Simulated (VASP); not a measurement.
# CdS (R-3m) in VASP: single point with HSE06

Aim: the single point of CdS with HSE06.

Everything below comes from runs of VASP 6.6.1. Logs are shortened: lines on timing, memory, paths and dates and some standing lists are left out, and cuts for length are marked.

## 1. The cell of the first run

Symmetry: R-3m, No. 166, trigonal system. The conventional cell has a = 4.080 Å, b = 4.080 Å, c = 8.978 Å, α = 90.00°, β = 90.00°, γ = 120.00°. Within 3.7 Å of Cd (site symmetry -3m) lie 6 S at 2.79 Å. S (site symmetry -3m) has 6 Cd at 2.79 Å within 3.7 Å.

## 2. Single point, HSE06 (epitaxial 111 strain +5.8%)

File POSCAR:

```
CdS
1.0
   -0.1956642113      2.6895380501      2.6895380501
    2.6895380501     -0.1956642113      2.6895380501
    2.6895380501      2.6895380501     -0.1956642113
Cd S
1 1
Direct
    0.0000000000      0.0000000000      0.0000000000
    0.5000000000      0.5000000000      0.5000000000
```

File INCAR.step1:

```
PREC     = Accurate       # precision mode
ENCUT    = 520            # plane-wave cutoff, eV
EDIFF    = 1E-5           # SCF threshold, eV
ISMEAR   = -1             # smearing method
SIGMA    = 0.02           # smearing width, eV
LREAL    = False          # projectors in reciprocal space
LASPH    = True           # aspherical terms in the spheres
NELM     = 60             # most SCF steps
ALGO     = Normal         # electronic algorithm
ISIF     = 2              # what is computed and relaxed
LWAVE    = True           # write WAVECAR
LCHARG   = False          # write CHGCAR
GGA      = PE             # functional
NBANDS   = 16             # bands
KPAR     = 4
```

File INCAR.step2:

```
PREC     = Accurate       # precision mode
ENCUT    = 520            # plane-wave cutoff, eV
EDIFF    = 1E-6           # SCF threshold, eV
ISMEAR   = -1             # smearing method
SIGMA    = 0.02           # smearing width, eV
LREAL    = False          # projectors in reciprocal space
LASPH    = True           # aspherical terms in the spheres
NELM     = 60             # most SCF steps
ALGO     = Normal         # electronic algorithm
ISIF     = 2              # what is computed and relaxed
LWAVE    = False          # write WAVECAR
LCHARG   = False          # write CHGCAR
GGA      = PE             # functional
LHFCALC  = True           # exact exchange
HFSCREEN = 0.2079         # screening, 1/A
PRECFOCK = Normal       
ISTART   = 1            
NBANDS   = 16             # bands
KPAR     = 4
```

File KPOINTS:

```
regular mesh
0
Gamma
  6 6 6
```

Potentials or basis: VASP PAW PBE potentials, release 64 (Cd, S).

Run with:

```console
cat potpaw_PBE.64/Cd/POTCAR potpaw_PBE.64/S/POTCAR > POTCAR
cp INCAR.step1 INCAR
mpirun -np 4 vasp_std > vasp.out
cp INCAR.step2 INCAR
mpirun -np 4 vasp_std > vasp.out
```

OUTCAR:

```text
PREC = Accurate
   ENCUT = 520
   EDIFF = 1E-6
   ISMEAR = -1
   LREAL = False
   LASPH = True
   NELM = 60
   ISIF = 2
   GGA = PE
   LHFCALC = True
   HFSCREEN = 0.2079
   PRECFOCK = Normal
   ISTART = 1

 ion  position               nearest neighbor table
   1  0.000  0.000  0.000-   2 2.79   2 2.79   2 2.79   2 2.79   2 2.79   2 2.79
   2  0.500  0.500  0.500-   1 2.79   1 2.79   1 2.79   1 2.79   1 2.79   1 2.79

  LATTYP: Found a trigonal (rhomboedric) cell.
 ALAT       =     3.8086105510
 COS(alpha) =     0.4261222387

  Lattice vectors:

 A1 = (  -0.1956642113,   2.6895380501,   2.6895380501)
 A2 = (   2.6895380501,  -0.1956642113,   2.6895380501)
 A3 = (   2.6895380501,   2.6895380501,  -0.1956642113)

Analysis of symmetry for initial positions (statically):
=====================================================================
 Subroutine PRICEL returns:
 Original cell was already a primitive cell.

 Routine SETGRP: Setting up the symmetry group for a
 trigonal (rhombohedral) supercell.

 Subroutine GETGRP returns: Found 12 space group operations
 (whereof 12 operations were pure point group operations)
 out of a pool of 12 trial point group operations.

The static configuration has the point symmetry D_3d.

Analysis of symmetry for dynamics (positions and initial velocities):
=====================================================================
 Subroutine PRICEL returns:
 Original cell was already a primitive cell.

 Routine SETGRP: Setting up the symmetry group for a
 trigonal (rhombohedral) supercell.

 Subroutine GETGRP returns: Found 12 space group operations
 (whereof 12 operations were pure point group operations)
 out of a pool of 12 trial point group operations.

The dynamic configuration has the point symmetry D_3d.

 Subroutine INISYM returns: Found 12 space group operations
 (whereof 12 operations are pure point group operations),
 and found     1 'primitive' translations

----------------------------------------------------------------------------------------

                                     Primitive cell

  volume of cell :      43.1488

  direct lattice vectors                    reciprocal lattice vectors
    -0.195664211  2.689538050  2.689538050    -0.166756394  0.179839758  0.179839758
     2.689538050 -0.195664211  2.689538050     0.179839758 -0.166756394  0.179839758
     2.689538050  2.689538050 -0.195664211     0.179839758  0.179839758 -0.166756394

  length of vectors
     3.808610551  3.808610551  3.808610551     0.304125585  0.304125585  0.304125585

  position of ions in fractional coordinates (direct lattice)
     0.000000000  0.000000000  0.000000000
     0.500000000  0.500000000  0.500000000

  ion indices of the primitive-cell ions
   primitive index   ion index
                 1           1
                 2           2

----------------------------------------------------------------------------------------

 KPOINTS: regular mesh

Automatic generation of k-mesh.
 Grid dimensions read from file:
 generate k-points for:    6    6    6

 Generating k-lattice:

  Cartesian coordinates                     Fractional coordinates (reciprocal lattice)
    -0.027792732  0.029973293  0.029973293     0.166666667 -0.000000000 -0.000000000
     0.029973293 -0.027792732  0.029973293    -0.000000000  0.166666667 -0.000000000
     0.029973293  0.029973293 -0.027792732    -0.000000000 -0.000000000  0.166666667

  Length of vectors
     0.050687598  0.050687598  0.050687598

  Shift w.r.t. Gamma in fractional coordinates (k-lattice)
     0.000000000  0.000000000  0.000000000

 Subroutine IBZKPT returns following result:
 ===========================================

 Found     32 irreducible k-points:

 Following reciprocal coordinates:
            Coordinates               Weight
  0.000000  0.000000  0.000000      1.000000
  0.166667 -0.000000  0.000000      6.000000
  0.333333 -0.000000 -0.000000      6.000000
  0.500000  0.000000  0.000000      3.000000
  0.166667  0.166667  0.000000      6.000000
  0.333333  0.166667  0.000000     12.000000
[... 16 lines left out ...]
  0.500000  0.500000  0.166667      6.000000
 -0.333333  0.500000  0.166667     12.000000
 [... further k-points ...]
   k-points           NKPTS =     32   k-points in BZ     NKDIM =    216   number of bands    NBANDS=     16
   number of dos      NEDOS =    301   number of ions     NIONS =      2
   total plane-waves  NPLWV =  21952
   dimension x,y,z NGX =    28 NGY =   28 NGZ =   28
   dimension x,y,z NGXF=    56 NGYF=   56 NGZF=   56
   ions per type =               1   1
   NGX,Y,Z   is equivalent  to a cutoff of  12.22, 12.22, 12.22 a.u.
   NGXF,Y,Z  is equivalent  to a cutoff of  24.44, 24.44, 24.44 a.u.
 SYSTEM =  unknown system
   PREC   = accura    normal or accurate (medium, high low for compatibility)
   ISTART =      1    job   : 0-new  1-cont  2-samecut
   ICHARG =      0    charge: 1-file 2-atom 10-const
   ISPIN  =      1    spin polarized calculation?
   LNONCOLLINEAR =      F non collinear calculations
   LSORBIT =      F    spin-orbit coupling
   LASPH  =      T    aspherical Exc in radial PAW
   ENCUT  =  520.0 eV  38.22 Ry    6.18 a.u.   7.08  7.08  7.08*2*pi/ulx,y,z
   NELM   =     60;   NELMIN=  2; NELMDL=  0     # of ELM steps
   EDIFF  = 0.1E-05   stopping-criterion for ELM
   LREAL  =      F    real-space projection
   EDIFFG = 0.1E-04   stopping-criterion for IOM
   NSW    =      0    number of steps for IOM
   IBRION =     -1    ionic relax: 0-MD 1-quasi-New 2-CG
   NFREE  =      0    steps in history (QN), initial steepest desc. (CG)
   ISIF   =      2    stress and relaxation
   ISYM   =      3    0-nonsym 1-usesym 2-fastsym
   POTIM  = 0.5000    time-step for ionic-motion
   TEBEG  =    0.0;   TEEND  =   0.0 temperature during run
   PSTRESS=    0.0 pullay stress
   NELECT =      18.0000    total number of electrons
   NUPDOWN=      -1.0000    fix difference up-down
   EMIN   =  10.00;   EMAX   =-10.00  energy-range for DOS
   EFERMI =   0.00;   METHOD = LEGACY
   ISMEAR =    -1;   SIGMA  =   0.02  broadening in eV -4-tet -1-fermi 0-gaus
   EFERMI_NEDOS =   21; number of points for ismear=-14 and -15
   IALGO  =     38    algorithm
   IMIX   =      1    mixing-type and parameters
     AMIX     =   0.40;   BMIX     =  1.00
     AMIX_MAG =   1.60;   BMIX_MAG =  1.00
  volume/ion in A,a.u.               =      21.57       145.59
  Fermi-wavevector in a.u.,A,eV,Ry     =   1.223234  2.311577 20.358420  1.496302
  Thomas-Fermi vector in A             =   2.358352
   LORBIT       =      0    0 simple, 1 ext, 2 COOP (PROOUT), +10 PAW based schemes
   GGA     = PE    functional components
   LHFCALC =     T    Hartree Fock is set to
   PRECFOCK=normal    Normal, Fast or Accurate (Low or Medium for compatibility)
   ENCUT4O =  -1.0   cutoff for four orbital integrals eV
   NKREDX  =     1    reduce k-point grid by
   NKREDY  =     1    reduce k-point grid by
   NKREDZ  =     1    reduce k-point grid by
   AEXX    =    0.2500 exact exchange contribution
   HFSCREEN=    0.2079 screening length (either q_TF or 0.3 A-1)
   HFSCREENC=   0.2079 screening length for correlation (either q_TF or 0.3 A-1)
   ENCUTFOCK=  -1.0 apply spherical cutoff to Coloumb kernel
   IVDW    =     0    specifies the selected vdW correction
   LEPSILON=     F    determine dielectric tensor
   LRPA    =     F    only Hartree local field effects (RPA)
 non-spin polarized calculation
  energy-cutoff  :      520.00
  volume of cell :       43.15
 maximum number of plane-waves:      1186
  NGX = 24; NGY = 24; NGZ = 24

 number of electron      18.0000006 magnetization

 Free energy of the ion-electron system (eV)
  ---------------------------------------------------
  ext. energy  EPLUGINS =         0.00000000
  ---------------------------------------------------
  free energy    TOTEN  =        -7.25086021 eV

  energy without entropy =       -7.25086021  energy(sigma->0) =       -7.25086021

 E-fermi :   2.4551     XC(G=0):  -8.3934

 val. band max:        1.9670702730   @ k =   0.5000   0.0000   0.0000
 cond. band min:       2.9622177788   @ k =   0.5000   0.5000   0.0000
 fundamental gap:      0.9951475058
 Fermi energy:         2.4551445325

 k-point     1 :       0.0000    0.0000    0.0000
  band No.  band energies     occupation
      1     -11.8634      2.00000
      2      -7.0370      2.00000
      3      -7.0370      2.00000
      4      -6.9462      2.00000
      5      -6.9462      2.00000
      6      -6.9389      2.00000
[... 8 lines left out ...]
     15      14.3281      0.00000
     16      14.3281      0.00000

 k-point     2 :       0.1667   -0.0000    0.0000
  band No.  band energies     occupation
      1     -11.6429      2.00000
      2      -7.0948      2.00000
      3      -7.0449      2.00000
      4      -6.9812      2.00000
      5      -6.9273      2.00000
      6      -6.9166      2.00000
[... 8 lines left out ...]
     15      13.8745      0.00000
     16      14.2317      0.00000

 k-point     3 :       0.3333   -0.0000   -0.0000
  band No.  band energies     occupation
      1     -11.1274      2.00000
      2      -7.2253      2.00000
      3      -7.1126      2.00000
      4      -7.0532      2.00000
      5      -6.8679      2.00000
      6      -6.8437      2.00000
[... 8 lines left out ...]
     15      14.1811      0.00000
     16      15.5037      0.00000

 k-point     4 :       0.5000    0.0000    0.0000
  band No.  band energies     occupation
      1     -10.8142      2.00000
      2      -7.2896      2.00000
      3      -7.1538      2.00000
      4      -7.1116      2.00000
      5      -6.8361      2.00000
      6      -6.8062      2.00000
[... 8 lines left out ...]
     15      15.1946      0.00000
     16      15.8205      0.00000
[... 324 lines left out ...]
 k-point    22 :      -0.1667    0.3333    0.1667
  band No.  band energies     occupation
      1     -10.9934      2.00000
      2      -7.0758      2.00000
      3      -7.0221      2.00000
      4      -6.9699      2.00000
      5      -6.8182      2.00000
      6      -6.7015      2.00000
[... 8 lines left out ...]
     15      16.0286      0.00000
     16      17.7594      0.00000

 k-point    23 :       0.5000    0.5000    0.1667
  band No.  band energies     occupation
      1     -10.9016      2.00000
      2      -7.0730      2.00000
      3      -7.0056      2.00000
      4      -6.8333      2.00000
      5      -6.7451      2.00000
      6      -6.4134      2.00000
[... 8 lines left out ...]
     15      17.7705      0.00000
     16      18.5958      0.00000

 k-point    24 :      -0.3333    0.5000    0.1667
  band No.  band energies     occupation
      1     -10.8874      2.00000
      2      -7.0428      2.00000
      3      -7.0404      2.00000
      4      -6.8646      2.00000
      5      -6.7457      2.00000
      6      -6.2350      2.00000
[... 8 lines left out ...]
     15      16.9166      0.00000
     16      17.4435      0.00000

 [... further k-points ...]

------------------------ aborting loop because EDIFF is reached ----------------------------------------

  FORCE on cell =-STRESS in cart. coord.  units (eV):
  Direction    XX          YY          ZZ          XY          YZ          ZX
  --------------------------------------------------------------------------------------
  -------------------------------------------------------------------------------------
  Total       -1.1276734     -1.1276734     -1.1276734      0.6095221      0.6095221      0.6095221
  in kB      -41.8721892    -41.8721892    -41.8721892     22.6324603     22.6324603     22.6324603
  external PRESSURE =     -41.8721892 kB  Pullay stress =       0.0000000 kB

 VOLUME and BASIS-vectors are now :
 -----------------------------------------------------------------------------
  energy-cutoff  :      520.00
  volume of cell :       43.15
      direct lattice vectors                 reciprocal lattice vectors
    -0.195664211  2.689538050  2.689538050    -0.166756394  0.179839758  0.179839758
     2.689538050 -0.195664211  2.689538050     0.179839758 -0.166756394  0.179839758
     2.689538050  2.689538050 -0.195664211     0.179839758  0.179839758 -0.166756394

 POSITION                                       TOTAL-FORCE (eV/Angst)
 -----------------------------------------------------------------------------------
      0.00000      0.00000      0.00000        -0.000000      0.000000     -0.000000
      2.59171      2.59171      2.59171         0.000000     -0.000000      0.000000
 -----------------------------------------------------------------------------------
    total drift:                               -0.000000     -0.000000     -0.000000

  FREE ENERGIE OF THE ION-ELECTRON SYSTEM (eV)
  ---------------------------------------------------
  free  energy   TOTEN  =        -7.2508602065 eV

  energy  without entropy=       -7.2508602065  energy(sigma->0) =       -7.25086021
```

Run time: 18 min. Hardware: 4 MPI ranks of Intel Xeon Platinum 8375C at 2.90GHz (Ice Lake), shared host; peak memory 0.28 GiB.

Results:

* Free energy: -7.2509 eV
* Pressure: -4.2 GPa
* Band gap on the k mesh: 1.00 eV, indirect (least direct gap 1.69 eV)

Levels at points of the mesh, in eV from the valence-band top:
```tsv
k point	band 7	band 8	band 9	band 10	band 11	band 12
(0.00, 0.00, 0.00)	-1.01	-1.01	-0.31	1.37	9.65	9.65
(0.50, 0.00, 0.00)	-5.27	-0.16	0.00	4.40	6.78	7.64
(0.50, 0.50, 0.00)	-4.36	-2.57	-1.79	1.00	6.92	10.28
(0.50, 0.50, 0.50)	-4.66	-0.41	-0.41	3.70	6.09	6.09
```

Caveat: the cell differs from its parent crystal (epitaxial 111 strain +5.8%); the PAW data sets were made with another functional, which shifts forces and pressure a little.
